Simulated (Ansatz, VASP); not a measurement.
# Two plane-wave programs on Pt

```
Pt
1.0
     0.00000    2.18059    1.50526
     2.18059    0.00000    1.50526
     2.18059    2.18059    0.00000
Pt
1
Direct
  0.00000 0.00000 0.00000
```

Alike in both runs: task single point; functional LDA; k mesh 22 × 22 × 22; occupations gaussian, width 0.15 eV; no spin polarisation.

|  | VASP | Ansatz |
| --- | --- | --- |
| version | VASP 6.6.1 | Ansatz 0.2.0 |
| potentials or method | VASP PAW LDA potentials, release 64 (Pt), cutoff 520 eV | scalar-relativistic, plane waves, PAW |
| valence electrons in the cell | 10 | 18 |

|  | VASP | Ansatz | Ansatz less VASP |
| --- | --- | --- | --- |
| gap on the k mesh at the Fermi level (eV) | none | none | - |
| pressure (GPa) | 14.6 | 13.7 | -0.89 |
| traceless stress, the component that is largest in VASP (GPa) | -2.18 | -2.20 | -0.026 |

LDA's correlation is that of Perdew and Zunger in VASP and of Perdew and Wang (1992) in Ansatz. A gap of «none» marks a metal or a gap that the smearing closes. VASP's potentials hold 10 valence electrons a cell and Ansatz's 18, so a difference there can come from the potentials and not from the codes.

Neither program's run includes spin-orbit coupling.
